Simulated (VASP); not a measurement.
# TiO2 (Anatase) (I4_1/amd) in VASP: further runs

Aim: see how the results for TiO2 (Anatase) move with the level of theory and the settings. Levels: RPBE, BLYP. Tasks: single point.

Program: VASP 6.6.1. These are calculated values, not measurements. Logs are shortened: lines on timing, memory, paths and dates and some standing lists are left out, and cuts for length are marked.

### Step 1. The cell of the first run

It takes space group I4_1/amd (No. 141, tetragonal). Conventional cell: a = 3.784 Å, b = 3.784 Å, c = 9.515 Å, α = 90.00°, β = 90.00°, γ = 90.00°. Ti (site symmetry -4m2) has 6 O at 1.93 to 1.98 Å within 2.6 Å. O (site symmetry 2mm) has 3 Ti at 1.93 to 1.98 Å and 2 O at 2.47 Å within 2.6 Å.

### Step 2. Single point, RPBE

Contents of INCAR:

```
PREC = Accurate ; ENCUT = 520
EDIFF = 1E-6 ; ISMEAR = 0
SIGMA = 0.01 ; LREAL = False
LASPH = True ; NELM = 60
ALGO = Normal ; ISIF = 2
LWAVE = False ; LCHARG = True
GGA = RP ; LELF = True
LVHAR = True ; NBANDS = 33
```

Contents of KPOINTS:

```
Automatic mesh
0
Gamma
  8 8 8
```

Contents of POSCAR:

```
TiO2
1.0
   -1.8921000000      1.8921000000      4.7573000000
    1.8921000000     -1.8921000000      4.7573000000
    1.8921000000      1.8921000000     -4.7573000000
Ti O
2 4
Direct
    0.0000000000      0.0000000000      0.0000000000
    0.7500000000      0.2500000000      0.5000000000
    0.2081000000      0.2081000000      0.0000000000
    0.9581000000      0.4581000000      0.5000000000
    0.5419000000      0.0419000000      0.5000000000
    0.7919000000      0.7919000000      0.0000000000
```

Potentials or basis: VASP PAW PBE potentials, release 64 (Ti_sv, O).

On the command line:

```sh
> cat potpaw_PBE.64/Ti_sv/POTCAR potpaw_PBE.64/O/POTCAR > POTCAR
> mpirun -np 1 vasp_std > vasp.out
```

OUTCAR:

```text
PREC = Accurate
   ENCUT = 520
   EDIFF = 1E-6
   ISMEAR = 0
   LREAL = False
   LASPH = True
   NELM = 60
   ISIF = 2
   GGA = RP

 ion  position               nearest neighbor table
   1  0.000  0.000  0.000-   5 1.93   4 1.93   5 1.93   4 1.93   3 1.98   6 1.98
   2  0.750  0.250  0.500-   6 1.93   3 1.93   6 1.93   3 1.93   4 1.98   5 1.98
   3  0.208  0.208  0.000-   2 1.93   2 1.93   1 1.98
   4  0.958  0.458  0.500-   1 1.93   1 1.93   2 1.98
   5  0.542  0.042  0.500-   1 1.93   1 1.93   2 1.98
   6  0.792  0.792  0.000-   2 1.93   2 1.93   1 1.98

  LATTYP: Found a body centered tetragonal cell.
 ALAT       =     3.7842000000
 C/A-ratio  =     2.5142962846

  Lattice vectors:

 A1 = (  -1.8921000000,   1.8921000000,   4.7573000000)
 A2 = (   1.8921000000,  -1.8921000000,   4.7573000000)
 A3 = (   1.8921000000,   1.8921000000,  -4.7573000000)

Analysis of symmetry for initial positions (statically):
=====================================================================
 Subroutine PRICEL returns:
 Original cell was already a primitive cell.

 Routine SETGRP: Setting up the symmetry group for a
 body centered tetragonal supercell.

 Subroutine GETGRP returns: Found 16 space group operations
 (whereof  8 operations were pure point group operations)
 out of a pool of 16 trial point group operations.

The static configuration has the point symmetry D_2d.
 The point group associated with its full space group is D_4h.

Analysis of symmetry for dynamics (positions and initial velocities):
=====================================================================
 Subroutine PRICEL returns:
 Original cell was already a primitive cell.

 Routine SETGRP: Setting up the symmetry group for a
 body centered tetragonal supercell.

 Subroutine GETGRP returns: Found 16 space group operations
 (whereof  8 operations were pure point group operations)
 out of a pool of 16 trial point group operations.

The dynamic configuration has the point symmetry D_2d.
 The point group associated with its full space group is D_4h.

 Subroutine INISYM returns: Found 16 space group operations
 (whereof  8 operations are pure point group operations),
 and found     1 'primitive' translations

----------------------------------------------------------------------------------------

                                     Primitive cell

[... 100 lines left out ...]
   EDIFFG = 0.1E-04   stopping-criterion for IOM
   NSW    =      0    number of steps for IOM
   IBRION =     -1    ionic relax: 0-MD 1-quasi-New 2-CG
   NFREE  =      0    steps in history (QN), initial steepest desc. (CG)
   ISIF   =      2    stress and relaxation
   ISYM   =      2    0-nonsym 1-usesym 2-fastsym
   POTIM  = 0.5000    time-step for ionic-motion
   TEBEG  =    0.0;   TEEND  =   0.0 temperature during run
   PSTRESS=    0.0 pullay stress
   NELECT =      48.0000    total number of electrons
   NUPDOWN=      -1.0000    fix difference up-down
   EMIN   =  10.00;   EMAX   =-10.00  energy-range for DOS
   EFERMI =   0.00;   METHOD = LEGACY
   ISMEAR =     0;   SIGMA  =   0.01  broadening in eV -4-tet -1-fermi 0-gaus
   EFERMI_NEDOS =   21; number of points for ismear=-14 and -15
   IALGO  =     38    algorithm
   IMIX   =      4    mixing-type and parameters
     AMIX     =   0.40;   BMIX     =  1.00
     AMIX_MAG =   1.60;   BMIX_MAG =  1.00
  volume/ion in A,a.u.               =      11.35        76.62
  Fermi-wavevector in a.u.,A,eV,Ry     =   1.456752  2.752862 28.873289  2.122127
  Thomas-Fermi vector in A             =   2.573634
   LORBIT       =      0    0 simple, 1 ext, 2 COOP (PROOUT), +10 PAW based schemes
   GGA     = RP    functional components
   LHFCALC =     F    Hartree Fock is set to
   AEXX    =    0.0000 exact exchange contribution
   IVDW    =     0    specifies the selected vdW correction
   LEPSILON=     F    determine dielectric tensor
   LRPA    =     F    only Hartree local field effects (RPA)
 non-spin polarized calculation
 Gauss-broadening in eV      SIGMA  =   0.01
  energy-cutoff  :      520.00
  volume of cell :       68.13
 maximum number of plane-waves:      1850
 NGX is ok and might be reduce to    42
   NGX = 21   NGY = 21   NGZ = 21

 number of electron      47.9999989 magnetization

 Free energy of the ion-electron system (eV)
  ---------------------------------------------------
  ext. energy  EPLUGINS =         0.00000000
  ---------------------------------------------------
  free energy    TOTEN  =       -51.37008334 eV

  energy without entropy =      -51.37008334  energy(sigma->0) =      -51.37008334

 E-fermi :   3.5788     XC(G=0): -10.4300

 val. band max:        3.5165645350   @ k =  -0.3750   0.3750   0.0000
 cond. band min:       5.7025183298   @ k =   0.0000   0.0000   0.0000
 fundamental gap:      2.1859537949
 Fermi energy:         3.5788189105

 k-point     1 :       0.0000    0.0000    0.0000
  band No.  band energies     occupation
      1     -52.9862      2.00000
      2     -52.9265      2.00000
      3     -29.3753      2.00000
      4     -29.1382      2.00000
      5     -29.1382      2.00000
      6     -29.0670      2.00000
[... 853 lines left out ...]
     32      10.2318      0.00000
     33      10.7977      0.00000

 [... further k-points ...]

------------------------ aborting loop because EDIFF is reached ----------------------------------------

  FORCE on cell =-STRESS in cart. coord.  units (eV):
  Direction    XX          YY          ZZ          XY          YZ          ZX
  --------------------------------------------------------------------------------------
  -------------------------------------------------------------------------------------
  Total        4.2276774      4.2276774      4.8493598      0.0000000     -0.0000000      0.0000000
  in kB       99.4268589     99.4268589    114.0476359      0.0000000     -0.0000000      0.0000000
  external PRESSURE =     104.3004512 kB  Pullay stress =       0.0000000 kB

 VOLUME and BASIS-vectors are now :
 -----------------------------------------------------------------------------
  energy-cutoff  :      520.00
  volume of cell :       68.13
      direct lattice vectors                 reciprocal lattice vectors
    -1.892100000  1.892100000  4.757300000     0.000000000  0.264256646  0.105101633
     1.892100000 -1.892100000  4.757300000     0.264256646  0.000000000  0.105101633
     1.892100000  1.892100000 -4.757300000     0.264256646  0.264256646  0.000000000

 POSITION                                       TOTAL-FORCE (eV/Angst)
 -----------------------------------------------------------------------------------
      0.00000      0.00000      0.00000        -0.000000     -0.000000      0.000000
      0.00000      1.89210      2.37865        -0.000000     -0.000000      0.000000
      0.00000      0.00000      1.97999         0.000000     -0.000000      0.190756
      0.00000      1.89210      4.35864        -0.000000      0.000000      0.190756
      0.00000      1.89210      0.39866        -0.000000      0.000000     -0.190756
      0.00000      0.00000      7.53461         0.000000     -0.000000     -0.190756
 -----------------------------------------------------------------------------------
    total drift:                                0.000000      0.000000      0.000000

  FREE ENERGIE OF THE ION-ELECTRON SYSTEM (eV)
  ---------------------------------------------------
  free  energy   TOTEN  =       -51.3700833407 eV

  energy  without entropy=      -51.3700833407  energy(sigma->0) =      -51.37008334
```

OSZICAR:

```text
N       E                     dE             d eps       ncg     rms          rms(c)
DAV:   1     0.664368300152E+03    0.66437E+03   -0.24189E+04  3894   0.169E+03
DAV:   2     0.333330228724E+02   -0.63104E+03   -0.58429E+03  4265   0.508E+02
DAV:   3    -0.634552305441E+02   -0.96788E+02   -0.95223E+02  5303   0.191E+02
DAV:   4    -0.682957507504E+02   -0.48405E+01   -0.48308E+01  5961   0.413E+01
DAV:   5    -0.684773936273E+02   -0.18164E+00   -0.18162E+00  4960   0.615E+00    0.321E+01
DAV:   6    -0.513152402061E+02    0.17162E+02   -0.76299E+01  5433   0.888E+01    0.106E+01
DAV:   7    -0.515050031920E+02   -0.18976E+00   -0.14170E+01  5021   0.317E+01    0.930E+00
DAV:   8    -0.513801465557E+02    0.12486E+00   -0.52332E-01  5148   0.620E+00    0.650E+00
DAV:   9    -0.514260948908E+02   -0.45948E-01   -0.82741E-01  5320   0.102E+01    0.235E+00
DAV:  10    -0.513792554083E+02    0.46839E-01   -0.34676E-01  5289   0.605E+00    0.855E-01
DAV:  11    -0.513706312966E+02    0.86241E-02   -0.38204E-02  5175   0.139E+00    0.442E-01
DAV:  12    -0.513704219126E+02    0.20938E-03   -0.66251E-03  4801   0.982E-01    0.167E-01
DAV:  13    -0.513700750953E+02    0.34682E-03   -0.15279E-03  5242   0.435E-01    0.329E-02
DAV:  14    -0.513700803921E+02   -0.52967E-05   -0.17638E-04  5082   0.101E-01    0.151E-02
DAV:  15    -0.513700835239E+02   -0.31319E-05   -0.17793E-05  4834   0.358E-02    0.888E-03
DAV:  16    -0.513700833407E+02    0.18325E-06   -0.58932E-06  4192   0.137E-02
   1 F= -.51370083E+02 E0= -.51370083E+02  d E =-.695645E-21
```

stdout:

```text
POSCAR found type information on POSCAR TiO
 POSCAR found :  2 types and       6 ions
 scaLAPACK will be used
 -----------------------------------------------------------------------------
|                                                                             |
|                                                                             |
|     You enforced a specific xc type in the INCAR file but a different       |
|     I HOPE YOU KNOW WHAT YOU ARE DOING!                                     |
|                                                                             |
 -----------------------------------------------------------------------------

 LDA part: xc-table for (Slater+PW92), standard interpolation
 POSCAR, INCAR and KPOINTS ok, starting setup
 FFT: planning ... GRIDC
 FFT: planning ... GRID_SOFT
 FFT: planning ... GRID
 WAVECAR not read
 entering main loop
```

Run time: 2.7 min. Hardware: 1 thread of Intel Xeon 6975P-C (Granite Rapids), shared host; peak memory 0.3 GiB.

Results:

* Free energy: -51.3701 eV
* Pressure: 10.4 GPa
* Largest force: 0.191 eV/Å
* Band gap on the k mesh: 2.19 eV, indirect (least direct gap 2.48 eV)

Forces on the atoms (eV/Å):
```
Ti   0.000  0.000  0.000
Ti   0.000  0.000  0.000
O    0.000  0.000  0.191
O    0.000  0.000  0.191
O    0.000  0.000 -0.191
O    0.000  0.000 -0.191
```

Stress tensor (GPa, compression positive):
```
 9.94  0.00  0.00
 0.00  9.94  0.00
 0.00  0.00 11.40
```

Caveat: the PAW data sets were made with another functional, which shifts forces and pressure a little. A k mesh can miss the band edges.

### Step 3. Single point, BLYP

Contents of INCAR:

```
SYSTEM = TiO2
PREC     = Accurate       ! precision mode
ENCUT    = 520            ! plane-wave cutoff, eV
EDIFF    = 1E-6           ! SCF threshold, eV
ISMEAR   = 0              ! smearing method
SIGMA    = 0.01           ! smearing width, eV
LREAL    = .False.        ! projectors in reciprocal space
LASPH    = .True.         ! aspherical terms in the spheres
NELM     = 60             ! most SCF steps
ALGO     = Normal         ! electronic algorithm
ISIF     = 2              ! what is computed and relaxed
LWAVE    = .False.        ! write WAVECAR
LCHARG   = .True.         ! write CHGCAR
GGA      = B5             ! functional
ALDAX    = 1.0          
AGGAX    = 1.0          
AGGAC    = 1.0          
ALDAC    = 0.0          
LELF     = .True.         ! ELF
LVHAR    = .True.       
NBANDS   = 33             ! bands
```

Contents of KPOINTS:

```
regular mesh
0
Gamma
  8 8 8
  0 0 0
```

POSCAR is that of step 2.

Potentials or basis: VASP PAW PBE potentials, release 64 (Ti_sv, O).

On the command line:

```sh
> cat potpaw_PBE.64/Ti_sv/POTCAR potpaw_PBE.64/O/POTCAR > POTCAR
> mpirun -np 1 vasp_std > vasp.out
```

OUTCAR:

```text
SYSTEM = TiO2
   PREC = Accurate
   ENCUT = 520
   EDIFF = 1E-6
   ISMEAR = 0
   LREAL = .False.
   LASPH = .True.
   NELM = 60
   ISIF = 2
   GGA = B5

 ion  position               nearest neighbor table
   1  0.000  0.000  0.000-   5 1.93   4 1.93   5 1.93   4 1.93   3 1.98   6 1.98
   2  0.750  0.250  0.500-   6 1.93   3 1.93   6 1.93   3 1.93   4 1.98   5 1.98
   3  0.208  0.208  0.000-   2 1.93   2 1.93   1 1.98
   4  0.958  0.458  0.500-   1 1.93   1 1.93   2 1.98
   5  0.542  0.042  0.500-   1 1.93   1 1.93   2 1.98
   6  0.792  0.792  0.000-   2 1.93   2 1.93   1 1.98

  LATTYP: Found a body centered tetragonal cell.
 ALAT       =     3.7842000000
 C/A-ratio  =     2.5142962846

  Lattice vectors:

 A1 = (  -1.8921000000,   1.8921000000,   4.7573000000)
 A2 = (   1.8921000000,  -1.8921000000,   4.7573000000)
 A3 = (   1.8921000000,   1.8921000000,  -4.7573000000)

Analysis of symmetry for initial positions (statically):
=====================================================================
 Subroutine PRICEL returns:
 Original cell was already a primitive cell.

[... 184 lines left out ...]
 fundamental gap:      2.1331710413
 Fermi energy:         3.8271426705

 k-point     1 :       0.0000    0.0000    0.0000
  band No.  band energies     occupation
      1     -52.5422      2.00000
      2     -52.4813      2.00000
      3     -29.1491      2.00000
      4     -28.9063      2.00000
      5     -28.9063      2.00000
      6     -28.8358      2.00000
[... 853 lines left out ...]
     32      10.2739      0.00000
     33      10.8295      0.00000

 [... further k-points ...]

------------------------ aborting loop because EDIFF is reached ----------------------------------------

  FORCE on cell =-STRESS in cart. coord.  units (eV):
  Direction    XX          YY          ZZ          XY          YZ          ZX
  --------------------------------------------------------------------------------------
  -------------------------------------------------------------------------------------
  Total        4.4877601      4.4877601      5.3346234      0.0000000      0.0000000      0.0000000
  in kB      105.5435053    105.5435053    125.4601042      0.0000000      0.0000000      0.0000000
  external PRESSURE =     112.1823716 kB  Pullay stress =       0.0000000 kB

 VOLUME and BASIS-vectors are now :
 -----------------------------------------------------------------------------
  energy-cutoff  :      520.00
  volume of cell :       68.13
      direct lattice vectors                 reciprocal lattice vectors
    -1.892100000  1.892100000  4.757300000     0.000000000  0.264256646  0.105101633
     1.892100000 -1.892100000  4.757300000     0.264256646  0.000000000  0.105101633
     1.892100000  1.892100000 -4.757300000     0.264256646  0.264256646  0.000000000

 POSITION                                       TOTAL-FORCE (eV/Angst)
 -----------------------------------------------------------------------------------
      0.00000      0.00000      0.00000         0.000000      0.000000      0.000000
      0.00000      1.89210      2.37865         0.000000      0.000000      0.000000
      0.00000      0.00000      1.97999        -0.000000      0.000000      0.220390
      0.00000      1.89210      4.35864         0.000000     -0.000000      0.220390
      0.00000      1.89210      0.39866         0.000000     -0.000000     -0.220390
      0.00000      0.00000      7.53461        -0.000000      0.000000     -0.220390
 -----------------------------------------------------------------------------------
    total drift:                                0.000000      0.000000      0.000000

  FREE ENERGIE OF THE ION-ELECTRON SYSTEM (eV)
  ---------------------------------------------------
  free  energy   TOTEN  =       -51.6400539910 eV

  energy  without entropy=      -51.6400539910  energy(sigma->0) =      -51.64005399
```

stdout:

```text
POSCAR found type information on POSCAR TiO
 POSCAR found :  2 types and       6 ions
 scaLAPACK will be used
 -----------------------------------------------------------------------------
|                                                                             |
|                                                                             |
|     You enforced a specific xc type in the INCAR file but a different       |
|     I HOPE YOU KNOW WHAT YOU ARE DOING!                                     |
|                                                                             |
 -----------------------------------------------------------------------------

 LDA part: xc-table for (Slater(with rela. corr.)+VWN5), standard interpolation
 POSCAR, INCAR and KPOINTS ok, starting setup
 FFT: planning ... GRIDC
 FFT: planning ... GRID_SOFT
 FFT: planning ... GRID
 WAVECAR not read
 entering main loop
```

It took 2.9 min on 1 thread of Intel Xeon 6975P-C (Granite Rapids), shared host; peak memory 0.31 GiB.

Results:

* Free energy: -51.6401 eV
* Pressure: 11.2 GPa
* Largest force: 0.220 eV/Å
* Band gap on the k mesh: 2.13 eV, indirect (least direct gap 2.44 eV)

Forces on the atoms (eV/Å):
```
Ti   0.000  0.000  0.000
Ti   0.000  0.000  0.000
O    0.000  0.000  0.220
O    0.000  0.000  0.220
O    0.000  0.000 -0.220
O    0.000  0.000 -0.220
```

Levels at points of the mesh, in eV from the valence-band top:
| k point | band 20 | band 21 | band 22 | band 23 | band 24 | band 25 | band 26 | band 27 | band 28 | band 29 |
| --- | --- | --- | --- | --- | --- | --- | --- | --- | --- | --- |
| (0.00, 0.00, 0.00) | -0.74 | -0.73 | -0.73 | -0.43 | -0.43 | 2.13 | 2.85 | 3.98 | 3.98 | 4.00 |
| (0.50, 0.00, 0.00) | -1.91 | -1.91 | -0.91 | -0.80 | -0.60 | 3.23 | 3.55 | 3.56 | 3.65 | 4.28 |
| (0.50, 0.50, 0.00) | -2.61 | -2.01 | -2.01 | 0.00 | 0.00 | 3.34 | 3.34 | 3.81 | 3.81 | 4.86 |
| (0.50, 0.50, 0.50) | -1.30 | -1.22 | -1.22 | -0.09 | -0.09 | 2.48 | 2.48 | 3.75 | 3.75 | 4.24 |

Caveat: the PAW data sets were made with another functional, which shifts forces and pressure a little.
